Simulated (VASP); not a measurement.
# HfN (P6_3/mmc) in VASP: notebook

HfN is run at these levels: PBEsol; tasks: single point.

Program: VASP 6.6.1. These are calculated values, not measurements. Logs are shortened: lines on timing, memory, paths and dates and some standing lists are left out, and cuts for length are marked.

## (1) The cell of the first run

The structure is hexagonal, space group P6_3/mmc (No. 194). The conventional cell has a = 3.302 Å, b = 3.302 Å, c = 4.837 Å, α = 90.00°, β = 90.00°, γ = 120.00°. Within 3.0 Å of Hf (site symmetry -6m2) lie 6 N at 2.26 Å. Within 3.0 Å of N (site symmetry -3m) lie 6 Hf at 2.26 Å and 2 N at 2.42 Å.

## (2) Single point, PBEsol

INCAR reads:

```
SYSTEM = HfN
PREC     = Accurate       ! precision mode
ENCUT    = 520            ! plane-wave cutoff, eV
EDIFF    = 1E-6           ! SCF threshold, eV
ISMEAR   = 0              ! smearing method
SIGMA    = 0.15           ! smearing width, eV
LREAL    = .FALSE.        ! projectors in reciprocal space
LASPH    = .TRUE.         ! aspherical terms in the spheres
NELM     = 80             ! most SCF steps
ALGO     = Normal         ! electronic algorithm
ISIF     = 2              ! what is computed and relaxed
LWAVE    = .FALSE.        ! write WAVECAR
LCHARG   = .FALSE.        ! write CHGCAR
GGA      = PS             ! functional
NBANDS   = 23             ! bands
```

KPOINTS reads:

```
Automatic mesh
0
G
  18 18 10
  0 0 0
```

POSCAR reads:

```
HfN
1.0
    3.3018179941      0.0000000000      0.0000000000
   -1.6509089970      2.8594582616      0.0000000000
    0.0000000000      0.0000000000      4.8373790707
Hf N
2 2
Direct
    0.6666666667      0.3333333333      0.7500000000
    0.3333333333      0.6666666667      0.2500000000
    0.0000000000      0.0000000000      0.0000000000
    0.0000000000      0.0000000000      0.5000000000
```

Potentials or basis: VASP PAW PBE potentials, release 64 (Hf_pv, N).

On the command line:

```console
> cat potpaw_PBE.64/Hf_pv/POTCAR potpaw_PBE.64/N/POTCAR > POTCAR
> mpirun -np 1 vasp_std > vasp.out
```

OUTCAR:

```text
SYSTEM = HfN
   PREC = Accurate
   ENCUT = 520
   EDIFF = 1E-6
   ISMEAR = 0
   LREAL = .FALSE.
   LASPH = .TRUE.
   NELM = 80
   ISIF = 2
   GGA = PS

 ion  position               nearest neighbor table
   1  0.667  0.333  0.750-   3 2.26   4 2.26   3 2.26   4 2.26   3 2.26   4 2.26   2 3.08   2 3.08
                             2 3.08   2 3.08   2 3.08   2 3.08
   2  0.333  0.667  0.250-   3 2.26   4 2.26   3 2.26   4 2.26   3 2.26   4 2.26   1 3.08   1 3.08
                             1 3.08   1 3.08   1 3.08   1 3.08
   3  0.000  0.000  0.000-   1 2.26   2 2.26   1 2.26   2 2.26   1 2.26   2 2.26
   4  0.000  0.000  0.500-   1 2.26   2 2.26   1 2.26   2 2.26   1 2.26   2 2.26

  LATTYP: Found a hexagonal cell.
 ALAT       =     3.3018179941
 C/A-ratio  =     1.4650653305

  Lattice vectors:

 A1 = (   3.3018179941,   0.0000000000,   0.0000000000)
 A2 = (  -1.6509089970,   2.8594582616,   0.0000000000)
 A3 = (   0.0000000000,   0.0000000000,   4.8373790707)

Analysis of symmetry for initial positions (statically):
=====================================================================
 Subroutine PRICEL returns:
 Original cell was already a primitive cell.

 Routine SETGRP: Setting up the symmetry group for a
 hexagonal supercell.

 Subroutine GETGRP returns: Found 24 space group operations
 (whereof 12 operations were pure point group operations)
 out of a pool of 24 trial point group operations.

The static configuration has the point symmetry D_3d.
 The point group associated with its full space group is D_6h.

Analysis of symmetry for dynamics (positions and initial velocities):
=====================================================================
 Subroutine PRICEL returns:
 Original cell was already a primitive cell.

 Routine SETGRP: Setting up the symmetry group for a
 hexagonal supercell.

 Subroutine GETGRP returns: Found 24 space group operations
 (whereof 12 operations were pure point group operations)
 out of a pool of 24 trial point group operations.

The dynamic configuration has the point symmetry D_3d.
 The point group associated with its full space group is D_6h.

 Subroutine INISYM returns: Found 24 space group operations
 (whereof 12 operations are pure point group operations),
 and found     1 'primitive' translations

----------------------------------------------------------------------------------------

                                     Primitive cell

  volume of cell :      45.6717

  direct lattice vectors                    reciprocal lattice vectors
     3.301817994  0.000000000  0.000000000     0.302863453  0.174858296  0.000000000
    -1.650908997  2.859458262  0.000000000     0.000000000  0.349716593  0.000000000
     0.000000000  0.000000000  4.837379071     0.000000000  0.000000000  0.206723514

  length of vectors
     3.301817994  3.301817994  4.837379071     0.349716593  0.349716593  0.206723514

  position of ions in fractional coordinates (direct lattice)
     0.666666667  0.333333333  0.750000000
     0.333333333  0.666666667  0.250000000
     0.000000000  0.000000000  0.000000000
     0.000000000  0.000000000  0.500000000

  ion indices of the primitive-cell ions
   primitive index   ion index
                 1           1
                 2           2
                 3           3
                 4           4

----------------------------------------------------------------------------------------

 KPOINTS: Automatic mesh

Automatic generation of k-mesh.
 Grid dimensions read from file:
 generate k-points for:   18   18   10

 Generating k-lattice:

  Cartesian coordinates                     Fractional coordinates (reciprocal lattice)
     0.016825747  0.009714350  0.000000000     0.055555556  0.000000000  0.000000000
     0.000000000  0.019428700  0.000000000     0.000000000  0.055555556  0.000000000
     0.000000000  0.000000000  0.020672351     0.000000000  0.000000000  0.100000000

  Length of vectors
     0.019428700  0.019428700  0.020672351

  Shift w.r.t. Gamma in fractional coordinates (k-lattice)
     0.000000000  0.000000000  0.000000000

 Subroutine IBZKPT returns following result:
 ===========================================

 Found    222 irreducible k-points:

 Following reciprocal coordinates:
            Coordinates               Weight
  0.000000  0.000000  0.000000      1.000000
  0.055556  0.000000  0.000000      6.000000
  0.111111  0.000000  0.000000      6.000000
  0.166667  0.000000  0.000000      6.000000
  0.222222  0.000000  0.000000      6.000000
  0.277778  0.000000  0.000000      6.000000
[... 16 lines left out ...]
  0.333333  0.111111  0.000000     12.000000
  0.388889  0.111111  0.000000     12.000000
 [... further k-points ...]
   k-points           NKPTS =    222   k-points in BZ     NKDIM =    222   number of bands    NBANDS=     23
   number of dos      NEDOS =    301   number of ions     NIONS =      4
   total plane-waves  NPLWV =  28224
   dimension x,y,z NGX =    28 NGY =   28 NGZ =   36
   dimension x,y,z NGXF=    56 NGYF=   56 NGZF=   72
   ions per type =               2   2
   NGX,Y,Z   is equivalent  to a cutoff of  14.10, 14.10, 12.37 a.u.
   NGXF,Y,Z  is equivalent  to a cutoff of  28.20, 28.20, 24.74 a.u.
 SYSTEM =  HfN
   PREC   = accura    normal or accurate (medium, high low for compatibility)
   ISTART =      0    job   : 0-new  1-cont  2-samecut
   ICHARG =      2    charge: 1-file 2-atom 10-const
   ISPIN  =      1    spin polarized calculation?
   LNONCOLLINEAR =      F non collinear calculations
   LSORBIT =      F    spin-orbit coupling
   LASPH  =      T    aspherical Exc in radial PAW
   ENCUT  =  520.0 eV  38.22 Ry    6.18 a.u.   6.14  6.14  8.99*2*pi/ulx,y,z
   NELM   =     80;   NELMIN=  2; NELMDL= -5     # of ELM steps
   EDIFF  = 0.1E-05   stopping-criterion for ELM
   LREAL  =      F    real-space projection
   EDIFFG = 0.1E-04   stopping-criterion for IOM
   NSW    =      0    number of steps for IOM
   IBRION =     -1    ionic relax: 0-MD 1-quasi-New 2-CG
   NFREE  =      0    steps in history (QN), initial steepest desc. (CG)
   ISIF   =      2    stress and relaxation
   ISYM   =      2    0-nonsym 1-usesym 2-fastsym
   POTIM  = 0.5000    time-step for ionic-motion
   TEBEG  =    0.0;   TEEND  =   0.0 temperature during run
   PSTRESS=    0.0 pullay stress
   NELECT =      30.0000    total number of electrons
   NUPDOWN=      -1.0000    fix difference up-down
   EMIN   =  10.00;   EMAX   =-10.00  energy-range for DOS
   EFERMI =   0.00;   METHOD = LEGACY
   ISMEAR =     0;   SIGMA  =   0.15  broadening in eV -4-tet -1-fermi 0-gaus
   EFERMI_NEDOS =   21; number of points for ismear=-14 and -15
   IALGO  =     38    algorithm
   IMIX   =      4    mixing-type and parameters
     AMIX     =   0.40;   BMIX     =  1.00
     AMIX_MAG =   1.60;   BMIX_MAG =  1.00
  volume/ion in A,a.u.               =      11.42        77.05
  Fermi-wavevector in a.u.,A,eV,Ry     =   1.423092  2.689254 27.554386  2.025190
  Thomas-Fermi vector in A             =   2.543726
   LORBIT       =      0    0 simple, 1 ext, 2 COOP (PROOUT), +10 PAW based schemes
   GGA     = PS    functional components
   LHFCALC =     F    Hartree Fock is set to
   AEXX    =    0.0000 exact exchange contribution
   IVDW    =     0    specifies the selected vdW correction
   LEPSILON=     F    determine dielectric tensor
   LRPA    =     F    only Hartree local field effects (RPA)
 non-spin polarized calculation
 Gauss-broadening in eV      SIGMA  =   0.15
  energy-cutoff  :      520.00
  volume of cell :       45.67
 maximum number of plane-waves:      1254
 NGX is ok and might be reduce to    28

 number of electron      30.0000001 magnetization

 Free energy of the ion-electron system (eV)
  ---------------------------------------------------
  ext. energy  EPLUGINS =         0.00000000
  ---------------------------------------------------
  free energy    TOTEN  =       -44.68038406 eV

  energy without entropy =      -44.67270332  energy(sigma->0) =      -44.67654369

 E-fermi :   7.8094     XC(G=0): -12.9485

 val. band max:        7.8079017873   @ k =   0.3333   0.2778   0.1000
 cond. band min:       7.8115162854   @ k =   0.0556   0.0000   0.2000
 fundamental gap:      0.0036144982
 Fermi energy:         7.8093512607

 k-point     1 :       0.0000    0.0000    0.0000
  band No.  band energies     occupation
      1     -23.9234      2.00000
      2     -23.0012      2.00000
      3     -23.0012      2.00000
      4     -22.8378      2.00000
      5     -22.8378      2.00000
      6     -22.7648      2.00000
[... 15 lines left out ...]
     22      14.7357      0.00000
     23      14.7357      0.00000

 k-point     2 :       0.0556    0.0000    0.0000
  band No.  band energies     occupation
      1     -23.9126      2.00000
      2     -23.0190      2.00000
      3     -23.0094      2.00000
      4     -22.8562      2.00000
      5     -22.8369      2.00000
      6     -22.7699      2.00000
[... 15 lines left out ...]
     22      14.6017      0.00000
     23      14.6753      0.00000

 k-point     3 :       0.1111    0.0000    0.0000
  band No.  band energies     occupation
      1     -23.8808      2.00000
      2     -23.0715      2.00000
      3     -23.0318      2.00000
      4     -22.9071      2.00000
      5     -22.8355      2.00000
      6     -22.7851      2.00000
[... 15 lines left out ...]
     22      14.1653      0.00000
     23      14.2392      0.00000
[... 495 lines left out ...]
 k-point    23 :       0.3333    0.1111    0.0000
  band No.  band energies     occupation
      1     -23.5619      2.00000
      2     -23.4951      2.00000
      3     -23.2963      2.00000
      4     -23.1796      2.00000
      5     -23.0136      2.00000
      6     -22.8995      2.00000
[... 15 lines left out ...]
     22      14.0839      0.00000
     23      14.1992      0.00000

 k-point    24 :       0.3889    0.1111    0.0000
  band No.  band energies     occupation
      1     -23.6145      2.00000
      2     -23.4290      2.00000
      3     -23.3031      2.00000
      4     -23.2205      2.00000
      5     -23.0633      2.00000
      6     -22.9051      2.00000
[... 15 lines left out ...]
     22      13.9072      0.00000
     23      14.4759      0.00000

 [... further k-points ...]
[... 5 lines left out ...]
  --------------------------------------------------------------------------------------
  -------------------------------------------------------------------------------------
  Total       -7.4020533     -7.4020533     14.7412165     -0.0000000      0.0000000      0.0000000
  in kB     -259.6664111   -259.6664111    517.1266185     -0.0000000      0.0000000      0.0000000
  external PRESSURE =      -0.7354012 kB  Pullay stress =       0.0000000 kB

 VOLUME and BASIS-vectors are now :
 -----------------------------------------------------------------------------
  energy-cutoff  :      520.00
  volume of cell :       45.67
      direct lattice vectors                 reciprocal lattice vectors
     3.301817994  0.000000000  0.000000000     0.302863453  0.174858296  0.000000000
    -1.650908997  2.859458262  0.000000000     0.000000000  0.349716593  0.000000000
     0.000000000  0.000000000  4.837379071     0.000000000  0.000000000  0.206723514

 POSITION                                       TOTAL-FORCE (eV/Angst)
 -----------------------------------------------------------------------------------
      1.65091      0.95315      3.62803         0.000000      0.000000      0.000000
     -0.00000      1.90631      1.20934        -0.000000     -0.000000      0.000000
      0.00000      0.00000      0.00000        -0.000000     -0.000000      0.000000
      0.00000      0.00000      2.41869        -0.000000     -0.000000      0.000000
 -----------------------------------------------------------------------------------
    total drift:                               -0.000000      0.000000     -0.000000

  FREE ENERGIE OF THE ION-ELECTRON SYSTEM (eV)
  ---------------------------------------------------
  free  energy   TOTEN  =       -44.6803840646 eV

  energy  without entropy=      -44.6727033207  energy(sigma->0) =      -44.67654369
```

Wall time 3.4 min (1 thread of Intel Xeon Platinum 8488C (Sapphire Rapids), shared host); peak memory 0.32 GiB.

What came out:

```
Free energy            : -44.6804 eV
Pressure               : -0.1 GPa
Band gap on the k mesh : zero (band 15 reaches 9.85 eV, above the bottom of band 16 at 7.03 eV)
```

Stress tensor (GPa, compression positive):
```
-25.97   0.00   0.00
  0.00 -25.97   0.00
  0.00   0.00  51.71
```

Caveat: the PAW data sets were made with another functional, which shifts forces and pressure a little; spin-orbit coupling is left out, which moves the levels of the heavy elements.

## (3) Single point, PBEsol

This run uses another cell than the first one, of the same volume but with other edges.

INCAR reads:

```
PREC     = Accurate       # precision mode
ENCUT    = 520            # plane-wave cutoff, eV
EDIFF    = 1E-7           # SCF threshold, eV
ISMEAR   = 0              # smearing method
SIGMA    = 0.15           # smearing width, eV
LREAL    = False          # projectors in reciprocal space
LASPH    = True           # aspherical terms in the spheres
NELM     = 60             # most SCF steps
ALGO     = Normal         # electronic algorithm
ISIF     = 2              # what is computed and relaxed
LWAVE    = False          # write WAVECAR
LCHARG   = False          # write CHGCAR
GGA      = PS             # functional
NBANDS   = 23             # bands
```

KPOINTS reads:

```
Automatic mesh
0
Gamma
  18 18 10
```

POSCAR reads:

```
HfN
1.0
    2.9432852672      0.0000000000      0.0000000000
   -1.4716426336      2.5489598120      0.0000000000
    0.0000000000      0.0000000000      6.0876779333
Hf N
2 2
Direct
    0.6666666667      0.3333333333      0.7500000000
    0.3333333333      0.6666666667      0.2500000000
    0.0000000000      0.0000000000      0.0000000000
    0.0000000000      0.0000000000      0.5000000000
```

Potentials or basis: VASP PAW PBE potentials, release 64 (Hf_pv, N).

On the command line:

```console
> cat potpaw_PBE.64/Hf_pv/POTCAR potpaw_PBE.64/N/POTCAR > POTCAR
> mpirun -np 1 vasp_std > vasp.out
```

It took 2.8 min on 1 thread of Intel Xeon Platinum 8488C (Sapphire Rapids), shared host; peak memory 0.32 GiB.

The run converged. Its results:

* Free energy: -44.5590 eV
* Pressure: -0.9 GPa
* Band gap on the k mesh: zero (band 15 reaches 8.40 eV, above the bottom of band 16 at 6.35 eV)

Stress tensor (GPa, compression positive):
```
 24.70   0.00   0.00
  0.00  24.70   0.00
  0.00   0.00 -52.18
```

Levels at points of the mesh, in eV from the Fermi level:
```
           k point  band 13  band 14  band 15  band 16  band 17  band 18
(0.00, 0.00, 0.00)    -2.24    -1.99    -1.99     1.21     1.21     1.95
(0.50, 0.00, 0.00)    -2.99    -2.57    -1.88     1.47     3.12     4.60
(0.00, 0.00, 0.50)    -2.61    -2.61     0.92     0.92     2.82     2.82
(0.50, 0.00, 0.50)    -3.09    -3.09    -0.16    -0.16     5.11     5.11
```

Caveat: the PAW data sets were made with another functional, which shifts forces and pressure a little; spin-orbit coupling is left out, which moves the levels of the heavy elements.

## (4) Single point, PBEsol

This run uses another cell than the first one, of the same volume but with other edges.

INCAR reads:

```
SYSTEM = HfN
  ALGO = Normal
  EDIFF = 1E-6
  ENCUT = 520
  GGA = PS
  ISIF = 2
  ISMEAR = 0
  LASPH = .True.
  LCHARG = .True.
  LELF = .True.
  LREAL = .False.
  LVHAR = .True.
  LWAVE = .False.
  NBANDS = 23
  NELM = 100
  PREC = Accurate
  SIGMA = 0.15
```

KPOINTS reads:

```
k-points
0
Gamma
  18 18 10
  0 0 0
```

POSCAR reads:

```
HfN
1.0
    3.2158577463      0.0000000000      0.0000000000
   -1.6079288732      2.7850145033      0.0000000000
    0.0000000000      0.0000000000      5.0994427724
Hf N
2 2
Direct
    0.6666666667      0.3333333333      0.7500000000
    0.3333333333      0.6666666667      0.2500000000
    0.0000000000      0.0000000000      0.0000000000
    0.0000000000      0.0000000000      0.5000000000
```

On the command line:

```console
> cat potpaw_PBE.64/Hf_pv/POTCAR potpaw_PBE.64/N/POTCAR > POTCAR
> mpirun -np 1 vasp_std > vasp.out
```

Run time: 2.5 min. Hardware: 1 thread of Intel Xeon Platinum 8488C (Sapphire Rapids), shared host; peak memory 0.31 GiB.

It converged, with:

* Free energy: -45.5648 eV
* Pressure: -1.6 GPa
* Band gap on the k mesh: zero (band 15 reaches 9.97 eV, above the bottom of band 16 at 7.45 eV)

Stress tensor (GPa, compression positive):
```
-14.70   0.00   0.00
  0.00 -14.70   0.00
  0.00   0.00  24.75
```

Levels at points of the mesh, in eV from the Fermi level:
```
           k point  band 11  band 12  band 13  band 14  band 15  band 16  band 17  band 18  band 19  band 20
(0.00, 0.00, 0.00)    -5.26    -3.87    -3.87    -0.92    -0.30     0.66     0.66     1.16     1.16     1.22
(0.50, 0.00, 0.00)    -5.78    -5.48    -3.58    -2.96    -1.58     2.71     2.85     3.96     5.09     5.28
(0.00, 0.00, 0.50)    -4.88    -4.88    -4.88    -4.88     2.08     2.08     2.77     2.77     3.28     3.28
(0.50, 0.00, 0.50)    -5.15    -5.15    -4.73    -4.73    -0.25    -0.25     4.16     4.16     4.19     4.19
```

Caveat: the PAW data sets were made with another functional, which shifts forces and pressure a little; spin-orbit coupling is left out, which moves the levels of the heavy elements.

## (5) Summary

```tsv
cell	gap on the mesh (eV)	pressure (GPa)
a = 3.302, b = 3.302, c = 4.837 Å, angles 90.0, 90.0, 120.0°, 4 atoms	none	-0.1
a = 2.943, b = 2.943, c = 6.088 Å, angles 90.0, 90.0, 120.0°, 4 atoms	none	-0.9
a = 3.216, b = 3.216, c = 5.099 Å, angles 90.0, 90.0, 120.0°, 4 atoms	none	-1.6
```

Alike in all rows: task single point; level PBEsol; potentials or basis VASP PAW PBE potentials, release 64 (Hf_pv, N); no spin polarisation; k mesh 18 × 18 × 10; cutoff (eV) 520; smearing gaussian 0.15 eV.

Caveats: the PAW data sets were made with another functional, which shifts forces and pressure a little; spin-orbit coupling is left out, which moves the levels of the heavy elements.

Absolute energies hang on the potentials; compare differences alone.
